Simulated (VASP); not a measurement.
# NbAs (I4_1md) in VASP: notebook

Aim: see how the results for NbAs move with the level of theory and the settings. Levels: revPBE+D3(BJ), revPBE+D4, LDA, PBEsol. Tasks: single point.

All numbers are computed with VASP 6.6.1; they aren't measurements. Logs are shortened: lines on timing, memory, paths and dates and some standing lists are left out, and cuts for length are marked.

## Step 1: The cell of the first run

It takes space group I4_1md (No. 109, tetragonal). Conventional cell: a = 3.422 Å, b = 3.422 Å, c = 11.440 Å, α = 90.00°, β = 90.00°, γ = 90.00°. Nb (site symmetry 2mm) has 6 As at 2.58 to 2.59 Å and 8 Nb at 3.33 to 3.42 Å within 3.5 Å. As (site symmetry 2mm) has 6 Nb at 2.58 to 2.59 Å and 8 As at 3.33 to 3.42 Å within 3.5 Å.

## Step 2: Single point, revPBE+D3(BJ)

INCAR

```
SYSTEM = NbAs
ALGO = Normal ; EDIFF = 1E-6
ENCUT = 520 ; GGA = RE
ISIF = 2 ; ISMEAR = -1
IVDW = 12 ; LASPH = .TRUE.
LCHARG = .TRUE. ; LELF = .TRUE.
LREAL = .FALSE. ; LVHAR = .TRUE.
LWAVE = .FALSE. ; NBANDS = 26
NELM = 60 ; PREC = Accurate
SIGMA = 0.05
```

KPOINTS

```
k-points
0
G
  11 11 11
  0 0 0
```

POSCAR

```
NbAs
1.0
   -1.7108406092      1.7108406092      5.7198773377
    1.7108406092     -1.7108406092      5.7198773377
    1.7108406092      1.7108406092     -5.7198773377
Nb As
2 2
Direct
    0.4984130290     -0.0015869710      0.5000000000
    0.7484130290      0.7484130290      0.0000000000
    0.9175869710      0.4175869710      0.5000000000
    0.1675869710      0.1675869710      0.0000000000
```

Potentials or basis: VASP PAW PBE potentials, release 64 (Nb_sv, As).

Run with:

```bash
cat potpaw_PBE.64/Nb_sv/POTCAR potpaw_PBE.64/As/POTCAR > POTCAR
mpirun -np 1 vasp_std > vasp.out
```

OUTCAR:

```text
SYSTEM = NbAs
   EDIFF = 1E-6
   ENCUT = 520
   GGA = RE
   ISIF = 2
   ISMEAR = -1
   IVDW = 12
   LASPH = .TRUE.
   LREAL = .FALSE.
   NELM = 60
   PREC = Accurate
 IVDW          = 12

 ion  position               nearest neighbor table
   1  0.498  0.998  0.500-   4 2.58   4 2.58   3 2.59   3 2.59   3 2.59   3 2.59
   2  0.748  0.748  0.000-   3 2.58   3 2.58   4 2.59   4 2.59   4 2.59   4 2.59
   3  0.918  0.418  0.500-   2 2.58   2 2.58   1 2.59   1 2.59   1 2.59   1 2.59
   4  0.168  0.168  0.000-   1 2.58   1 2.58   2 2.59   2 2.59   2 2.59   2 2.59

  LATTYP: Found a body centered tetragonal cell.
 ALAT       =     3.4216812184
 C/A-ratio  =     3.3433139867

  Lattice vectors:

 A1 = (  -1.7108406092,   1.7108406092,   5.7198773377)
 A2 = (   1.7108406092,  -1.7108406092,   5.7198773377)
 A3 = (   1.7108406092,   1.7108406092,  -5.7198773377)

Analysis of symmetry for initial positions (statically):
=====================================================================
 Subroutine PRICEL returns:
 Original cell was already a primitive cell.

 Routine SETGRP: Setting up the symmetry group for a
 body centered tetragonal supercell.

 Subroutine GETGRP returns: Found  8 space group operations
 (whereof  4 operations were pure point group operations)
 out of a pool of 16 trial point group operations.

The static configuration has the point symmetry C_2v.
 The point group associated with its full space group is C_4v.

Analysis of symmetry for dynamics (positions and initial velocities):
=====================================================================
 Subroutine PRICEL returns:
 Original cell was already a primitive cell.

 Routine SETGRP: Setting up the symmetry group for a
 body centered tetragonal supercell.

 Subroutine GETGRP returns: Found  8 space group operations
 (whereof  4 operations were pure point group operations)
 out of a pool of 16 trial point group operations.

The dynamic configuration has the point symmetry C_2v.
 The point group associated with its full space group is C_4v.

 Subroutine INISYM returns: Found  8 space group operations
 (whereof  4 operations are pure point group operations),
 and found     1 'primitive' translations

----------------------------------------------------------------------------------------

                                     Primitive cell

  volume of cell :      66.9678

  direct lattice vectors                    reciprocal lattice vectors
    -1.710840609  1.710840609  5.719877338     0.000000000  0.292253993  0.087414462
     1.710840609 -1.710840609  5.719877338     0.292253993  0.000000000  0.087414462
     1.710840609  1.710840609 -5.719877338     0.292253993  0.292253993  0.000000000

  length of vectors
     6.210551339  6.210551339  6.210551339     0.305047021  0.305047021  0.413309561

  position of ions in fractional coordinates (direct lattice)
     0.498413029  0.998413029  0.500000000
     0.748413029  0.748413029  0.000000000
     0.917586971  0.417586971  0.500000000
     0.167586971  0.167586971  0.000000000

  ion indices of the primitive-cell ions
   primitive index   ion index
                 1           1
                 2           2
                 3           3
                 4           4

----------------------------------------------------------------------------------------

 KPOINTS: k-points

Automatic generation of k-mesh.
 Grid dimensions read from file:
 generate k-points for:   11   11   11

 Generating k-lattice:

  Cartesian coordinates                     Fractional coordinates (reciprocal lattice)
     0.000000000  0.026568545  0.007946769     0.090909091 -0.000000000  0.000000000
     0.026568545  0.000000000  0.007946769    -0.000000000  0.090909091  0.000000000
     0.026568545  0.026568545  0.000000000     0.000000000  0.000000000  0.090909091

  Length of vectors
     0.027731547  0.027731547  0.037573596

  Shift w.r.t. Gamma in fractional coordinates (k-lattice)
     0.000000000  0.000000000  0.000000000

 Subroutine IBZKPT returns following result:
 ===========================================

 Found    126 irreducible k-points:

 Following reciprocal coordinates:
            Coordinates               Weight
  0.000000  0.000000  0.000000      1.000000
  0.090909  0.000000  0.000000      8.000000
  0.181818  0.000000  0.000000      8.000000
  0.272727 -0.000000  0.000000      8.000000
  0.363636 -0.000000  0.000000      8.000000
  0.454545  0.000000 -0.000000      8.000000
[... 16 lines left out ...]
 -0.272727  0.181818 -0.000000     16.000000
 -0.181818  0.181818  0.000000      4.000000
 [... further k-points ...]
   k-points           NKPTS =    126   k-points in BZ     NKDIM =    126   number of bands    NBANDS=     26
   number of dos      NEDOS =    301   number of ions     NIONS =      4
   total plane-waves  NPLWV = 110592
   dimension x,y,z NGX =    48 NGY =   48 NGZ =   48
   dimension x,y,z NGXF=    96 NGYF=   96 NGZF=   96
   ions per type =               2   2
   NGX,Y,Z   is equivalent  to a cutoff of  12.85, 12.85, 12.85 a.u.
   NGXF,Y,Z  is equivalent  to a cutoff of  25.70, 25.70, 25.70 a.u.
 SYSTEM =  NbAs
   PREC   = accura    normal or accurate (medium, high low for compatibility)
   ISTART =      0    job   : 0-new  1-cont  2-samecut
   ICHARG =      2    charge: 1-file 2-atom 10-const
   ISPIN  =      1    spin polarized calculation?
   LNONCOLLINEAR =      F non collinear calculations
   LSORBIT =      F    spin-orbit coupling
   LASPH  =      T    aspherical Exc in radial PAW
   ENCUT  =  520.0 eV  38.22 Ry    6.18 a.u.  11.55 11.55 11.55*2*pi/ulx,y,z
   NELM   =     60;   NELMIN=  2; NELMDL= -5     # of ELM steps
   EDIFF  = 0.1E-05   stopping-criterion for ELM
   LREAL  =      F    real-space projection
   EDIFFG = 0.1E-04   stopping-criterion for IOM
   NSW    =      0    number of steps for IOM
   IBRION =     -1    ionic relax: 0-MD 1-quasi-New 2-CG
   NFREE  =      0    steps in history (QN), initial steepest desc. (CG)
   ISIF   =      2    stress and relaxation
   ISYM   =      2    0-nonsym 1-usesym 2-fastsym
   POTIM  = 0.5000    time-step for ionic-motion
   TEBEG  =    0.0;   TEEND  =   0.0 temperature during run
   PSTRESS=    0.0 pullay stress
   NELECT =      36.0000    total number of electrons
   NUPDOWN=      -1.0000    fix difference up-down
   EMIN   =  10.00;   EMAX   =-10.00  energy-range for DOS
   EFERMI =   0.00;   METHOD = LEGACY
   ISMEAR =    -1;   SIGMA  =   0.05  broadening in eV -4-tet -1-fermi 0-gaus
   EFERMI_NEDOS =   21; number of points for ismear=-14 and -15
   IALGO  =     38    algorithm
   IMIX   =      4    mixing-type and parameters
     AMIX     =   0.40;   BMIX     =  1.00
     AMIX_MAG =   1.60;   BMIX_MAG =  1.00
  volume/ion in A,a.u.               =      16.74       112.98
  Fermi-wavevector in a.u.,A,eV,Ry     =   1.331130  2.515471 24.108251  1.771906
  Thomas-Fermi vector in A             =   2.460164
   LORBIT       =      0    0 simple, 1 ext, 2 COOP (PROOUT), +10 PAW based schemes
   GGA     = RE    functional components
   LHFCALC =     F    Hartree Fock is set to
   AEXX    =    0.0000 exact exchange contribution
   IVDW    =    12    specifies the selected vdW correction
   LEPSILON=     F    determine dielectric tensor
   LRPA    =     F    only Hartree local field effects (RPA)
 non-spin polarized calculation
  energy-cutoff  :      520.00
  volume of cell :       66.97
 maximum number of plane-waves:      1833
 NGX is ok and might be reduce to    48
   NGX = 23   NGY = 23   NGZ = 23

 number of electron      36.0000000 magnetization

 Free energy of the ion-electron system (eV)
  ---------------------------------------------------
  ext. energy  EPLUGINS =         0.00000000
  ---------------------------------------------------
  free energy    TOTEN  =       -30.83787775 eV

  energy without entropy =      -30.83207860  energy(sigma->0) =      -30.83497817

 E-fermi :  10.1976     XC(G=0): -12.0054

 val. band max:       10.1848162659   @ k =   0.4545   0.0000  -0.0000
 cond. band min:      10.2192985304   @ k =  -0.1818   0.2727   0.1818
 fundamental gap:      0.0344822645
 Fermi energy:        10.1976340833

 k-point     1 :       0.0000    0.0000    0.0000
  band No.  band energies     occupation
      1     -44.8487      2.00000
      2     -44.8125      2.00000
      3     -21.1100      2.00000
      4     -20.9775      2.00000
      5     -20.9775      2.00000
      6     -20.8157      2.00000
[... 18 lines left out ...]
     25      14.2543      0.00000
     26      14.2543      0.00000

 k-point     2 :       0.0909    0.0000    0.0000
  band No.  band energies     occupation
      1     -44.8471      2.00000
      2     -44.8119      2.00000
      3     -21.1036      2.00000
      4     -20.9957      2.00000
      5     -20.9758      2.00000
      6     -20.8337      2.00000
[... 18 lines left out ...]
     25      14.5047      0.00000
     26      14.6145      0.00000

 k-point     3 :       0.1818    0.0000    0.0000
  band No.  band energies     occupation
      1     -44.8426      2.00000
      2     -44.8106      2.00000
      3     -21.0940      2.00000
      4     -21.0360      2.00000
      5     -20.9711      2.00000
      6     -20.8794      2.00000
[... 18 lines left out ...]
     25      14.8076      0.00000
     26      15.4331      0.00000

 k-point     4 :       0.2727   -0.0000    0.0000
  band No.  band energies     occupation
      1     -44.8364      2.00000
      2     -44.8092      2.00000
      3     -21.1326      2.00000
      4     -21.0380      2.00000
      5     -20.9649      2.00000
      6     -20.9327      2.00000
[... 18 lines left out ...]
     25      14.8858      0.00000
     26      16.2436      0.00000
[... 496 lines left out ...]
      1     -44.8262      2.00000
      2     -44.8045      2.00000
      3     -21.1774      2.00000
      4     -21.0435      2.00000
      5     -21.0023      2.00000
      6     -20.9566      2.00000
[... 18 lines left out ...]
     25      14.7062      0.00000
     26      16.4560      0.00000

 k-point    23 :      -0.2727    0.1818   -0.0000
  band No.  band energies     occupation
      1     -44.8322      2.00000
      2     -44.8055      2.00000
      3     -21.1211      2.00000
      4     -21.0535      2.00000
      5     -21.0048      2.00000
      6     -20.9276      2.00000
[... 18 lines left out ...]
     25      14.6650      0.00000
     26      16.0334      0.00000

 k-point    24 :      -0.1818    0.1818    0.0000
  band No.  band energies     occupation
      1     -44.8378      2.00000
      2     -44.8075      2.00000
      3     -21.0867      2.00000
      4     -21.0458      2.00000
      5     -21.0123      2.00000
      6     -20.8790      2.00000
[... 18 lines left out ...]
     25      14.1755      0.00000
     26      15.6712      0.00000

 [... further k-points ...]

------------------------ aborting loop because EDIFF is reached ----------------------------------------

 Edisp (eV)   -4.99116

 E8    (eV) :    -3.5637

  FORCE on cell =-STRESS in cart. coord.  units (eV):
  Direction    XX          YY          ZZ          XY          YZ          ZX
  --------------------------------------------------------------------------------------
  -------------------------------------------------------------------------------------
  Total       0.00468     0.00468    -0.02457     0.00000     0.00000     0.00000
  in kB       0.11190     0.11190    -0.58792     0.00000     0.00000     0.00000
  external pressure =       -0.12 kB  Pullay stress =        0.00 kB

 VOLUME and BASIS-vectors are now :
 -----------------------------------------------------------------------------
  energy-cutoff  :      520.00
  volume of cell :       66.97
      direct lattice vectors                 reciprocal lattice vectors
    -1.710840609  1.710840609  5.719877338     0.000000000  0.292253993  0.087414462
     1.710840609 -1.710840609  5.719877338     0.292253993  0.000000000  0.087414462
     1.710840609  1.710840609 -5.719877338     0.292253993  0.292253993  0.000000000

 POSITION                                       TOTAL-FORCE (eV/Angst)
 -----------------------------------------------------------------------------------
      1.71084      0.00000      5.70172        -0.000000     -0.000000     -0.001882
      0.00000      0.00000      8.56166         0.000000      0.000000     -0.001882
      0.00000      1.71084      4.77709        -0.000000      0.000000      0.001882
      0.00000      0.00000      1.91715         0.000000     -0.000000      0.001882
 -----------------------------------------------------------------------------------
    total drift:                               -0.000000     -0.000000     -0.000049

  FREE ENERGIE OF THE ION-ELECTRON SYSTEM (eV)
  ---------------------------------------------------
  free  energy   TOTEN  =       -35.8290399989 eV

  energy  without entropy=      -35.8232408486  energy(sigma->0) =      -35.82614042
```

Run time: 12 min. Hardware: 1 thread of Intel Xeon 8259CL, shared host; peak memory 0.46 GiB.

What came out:

```
Free energy                : -35.8290 eV
Pressure                   : 0.0 GPa
Band gap on the k mesh     : 0.03 eV (least direct gap 0.05 eV)
Dispersion energy per atom : -1.248 eV
```

Levels at points of the mesh, in eV from the valence-band top:
| k point | band 15 | band 16 | band 17 | band 18 | band 19 | band 20 | band 21 | band 22 |
| --- | --- | --- | --- | --- | --- | --- | --- | --- |
| (0.00, 0.00, 0.00) | -2.14 | -1.70 | -1.40 | -1.40 | 0.69 | 1.33 | 2.64 | 3.11 |

Caveat: the PAW data sets were made with another functional, which shifts forces and pressure a little; an odd mesh through Γ misses points on the zone boundary, where band edges can lie.

## Step 3: Single point, revPBE+D4

This run uses another cell than the first one, of 17.23 Å³/atom.

INCAR

```
SYSTEM = NbAs
PREC = Accurate ; ENCUT = 520
EDIFF = 1E-7 ; ISMEAR = -1
SIGMA = 0.05 ; LREAL = .False.
LASPH = .True. ; NELM = 100
ALGO = Normal ; ISIF = 2
LWAVE = .False. ; LCHARG = .False.
GGA = RE ; IVDW = 13
NBANDS = 26
```

KPOINTS

```
Automatic mesh
0
Gamma
  11 11 11
  0 0 0
```

POSCAR

```
NbAs
1.0
   -1.7241804464      1.7241804464      5.7971429186
    1.7241804464     -1.7241804464      5.7971429186
    1.7241804464      1.7241804464     -5.7971429186
Nb As
2 2
Direct
    0.4986547214     -0.0013452786      0.5000000000
    0.7486547214      0.7486547214      0.0000000000
    0.9173452786      0.4173452786      0.5000000000
    0.1673452786      0.1673452786      0.0000000000
```

Potentials or basis: VASP PAW PBE potentials, release 64 (Nb_sv, As).

Run with:

```bash
cat potpaw_PBE.64/Nb_sv/POTCAR potpaw_PBE.64/As/POTCAR > POTCAR
mpirun -np 1 vasp_std > vasp.out
```

OUTCAR:

```text
SYSTEM = NbAs
   PREC = Accurate
   ENCUT = 520
   EDIFF = 1E-7
   ISMEAR = -1
   LREAL = .False.
   LASPH = .True.
   NELM = 100
   ISIF = 2
   GGA = RE
   IVDW = 13

 ion  position               nearest neighbor table
   1  0.499  0.999  0.500-   4 2.61   4 2.61   3 2.61   3 2.61   3 2.61   3 2.61
   2  0.749  0.749  0.000-   3 2.61   3 2.61   4 2.61   4 2.61   4 2.61   4 2.61
   3  0.917  0.417  0.500-   2 2.61   2 2.61   1 2.61   1 2.61   1 2.61   1 2.61
   4  0.167  0.167  0.000-   1 2.61   1 2.61   2 2.61   2 2.61   2 2.61   2 2.61

  LATTYP: Found a body centered tetragonal cell.
 ALAT       =     3.4483608928
 C/A-ratio  =     3.3622599831
[... 899 lines left out ...]
  --------------------------------------------------------------------------------------
  -------------------------------------------------------------------------------------
  Total       0.00424     0.00424    -0.02358     0.00000     0.00000     0.00000
  in kB       0.09864     0.09864    -0.54806     0.00000     0.00000     0.00000
  external pressure =       -0.12 kB  Pullay stress =        0.00 kB

 VOLUME and BASIS-vectors are now :
 -----------------------------------------------------------------------------
  energy-cutoff  :      520.00
  volume of cell :       68.93
      direct lattice vectors                 reciprocal lattice vectors
    -1.724180446  1.724180446  5.797142919     0.000000000  0.289992849  0.086249383
     1.724180446 -1.724180446  5.797142919     0.289992849  0.000000000  0.086249383
     1.724180446  1.724180446 -5.797142919     0.289992849  0.289992849  0.000000000

 POSITION                                       TOTAL-FORCE (eV/Angst)
 -----------------------------------------------------------------------------------
      1.72418     -0.00000      5.78155        -0.000000     -0.000000     -0.000876
      0.00000      0.00000      8.68012         0.000000      0.000000     -0.000876
      0.00000      1.72418      4.83882         0.000000      0.000000      0.000876
      0.00000      0.00000      1.94025        -0.000000     -0.000000      0.000876
 -----------------------------------------------------------------------------------
    total drift:                                0.000000      0.000000     -0.000367

  FREE ENERGIE OF THE ION-ELECTRON SYSTEM (eV)
  ---------------------------------------------------
  free  energy   TOTEN  =       -33.8562976846 eV

  energy  without entropy=      -33.8504054562  energy(sigma->0) =      -33.85335157
```

It took 13 min on 1 thread of Intel Xeon 8259CL, shared host; peak memory 0.45 GiB.

What came out:

```
Free energy                : -33.8563 eV
Pressure                   : 0.0 GPa
Band gap on the k mesh     : 0.06 eV (least direct gap 0.10 eV)
Dispersion energy per atom : -0.726 eV
```

Caveat: the PAW data sets were made with another functional, which shifts forces and pressure a little; an odd mesh through Γ misses points on the zone boundary, where band edges can lie.

## Step 4: Single point, LDA (18.44 Å³/atom)

This run uses another cell than the first one, of 18.44 Å³/atom.

INCAR

```
ALGO     = Normal         # electronic algorithm
EDIFF    = 1E-7           # SCF threshold, eV
ENCUT    = 520            # plane-wave cutoff, eV
ISIF     = 2              # what is computed and relaxed
ISMEAR   = -1             # smearing method
LASPH    = True           # aspherical terms in the spheres
LCHARG   = False          # write CHGCAR
LREAL    = False          # projectors in reciprocal space
LWAVE    = False          # write WAVECAR
NBANDS   = 26             # bands
NELM     = 100            # most SCF steps
PREC     = Accurate       # precision mode
SIGMA    = 0.05           # smearing width, eV
```

KPOINTS

```
k-points
0
Gamma
  11 11 11
```

POSCAR

```
NbAs
1.0
   -1.7596987896      1.7596987896      5.9545388829
    1.7596987896     -1.7596987896      5.9545388829
    1.7596987896      1.7596987896     -5.9545388829
Nb As
2 2
Direct
    0.5000000000      0.0000000000      0.5000000000
    0.7500000000      0.7500000000      0.0000000000
    0.9160000000      0.4160000000      0.5000000000
    0.1660000000      0.1660000000      0.0000000000
```

Potentials or basis: VASP PAW LDA potentials, release 64 (Nb_sv, As).

Run with:

```bash
cat potpaw_LDA.64/Nb_sv/POTCAR potpaw_LDA.64/As/POTCAR > POTCAR
mpirun -np 1 vasp_std > vasp.out
```

Wall time 3.8 min (1 thread of Intel Xeon 6975P-C (Granite Rapids), shared host); peak memory 0.4 GiB.

Results (log left out):

- Free energy: -36.0873 eV
- Pressure: -13.6 GPa
- Largest force: 0.211 eV/Å

Forces in eV/Å, atoms in the order of the input:
```
Nb   0.000  0.000 -0.211
Nb   0.000  0.000 -0.211
As   0.000  0.000  0.211
As   0.000  0.000  0.211
```

Stress tensor (GPa, compression positive):
```
-14.36   0.00   0.00
  0.00 -14.36   0.00
  0.00   0.00 -11.99
```

Levels at points of the mesh, in eV from the Fermi level:
| k point | band 14 | band 15 | band 16 | band 17 | band 18 | band 19 | band 20 | band 21 | band 22 | band 23 |
| --- | --- | --- | --- | --- | --- | --- | --- | --- | --- | --- |
| (0.00, 0.00, 0.00) | -2.15 | -1.86 | -1.53 | -1.33 | -1.33 | 0.66 | 1.18 | 2.22 | 2.78 | 2.78 |

Caveat: the cell stands under tension.

(Continued in part 2 of 2.)
